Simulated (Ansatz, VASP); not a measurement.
# One calculation of B, two programs

The input INCAR:

```
SYSTEM = B
  ALGO = Normal
  EDIFF = 1E-7
  EDIFFG = -0.01
  ENCUT = 500
  GGA = PE
  GGA_COMPAT = .False.
  IBRION = 2
  ISIF = 3
  ISMEAR = 0
  LASPH = .True.
  LCHARG = .False.
  LREAL = .False.
  LWAVE = .False.
  NELM = 120
  NELMIN = 4
  NSW = 100
  PREC = Accurate
  SIGMA = 0.1
```

The input KPOINTS:

```
k-points
0
Gamma
  24 24 34
  0 0 0
```

POSCAR

```
B
1.0
    2.3472652765      0.0000000000      0.0000000000
    0.0000000000      2.3472652765      0.0000000000
    0.0000000000      0.0000000000      1.5865060511
B
1
Direct
    0.0000000000      0.0000000000      0.5000000000
```

Input for Ansatz:

```yaml
crystal:
  lattice:
    - [2.3472652765, 0.0, 0.0]
    - [0.0, 2.3472652765, 0.0]
    - [0.0, 0.0, 1.5865060511]
  atoms:
    - { symbol: B, position: [0.0, 0.0, 0.5] }
basis:
  ecutwfc: 420
kpoints:
  mp_grid: { grid: [24, 24, 34] }
hamiltonian:
  xc: pbe
scf:
  occupations: { method: gaussian, width: 0.1 }
output:
  forces: true
  stress: true
  eigenvalues: true
  write_density: true
  write_potential: true
  elf: true
  volumetric_format: npy
relax:
  adjacent_minimum: "off"
  f_tol: 0.01
  max_steps: 80
  cell: { stress_tol: 0.05 }
```

Alike in both runs: task relaxation of cell and atoms; functional PBE; k mesh 24 × 24 × 34; occupations gaussian, width 0.1 eV; no spin polarisation.

```csv
,VASP,Ansatz
version,VASP 6.6.1,Ansatz 0.2.0
potentials or method,"VASP PAW PBE potentials, release 64 (B), cutoff 500 eV","scalar-relativistic, plane waves, PAW"
valence electrons in the cell,3,3
```

VASP gave:

- gap on the k mesh at the Fermi level, each at its own relaxed structure (eV): none
- relaxed volume (Å³/atom): 8.73
- relaxed cell length with the largest relative difference (Å): 2.347

Task: What did Ansatz give for the same quantities?

Result: gap on the k mesh at the Fermi level, each at its own relaxed structure (eV): none; relaxed volume (Å³/atom): 8.73; relaxed cell length with the largest relative difference (Å): 2.346.

A gap of «none» marks a metal or a gap that the smearing closes.
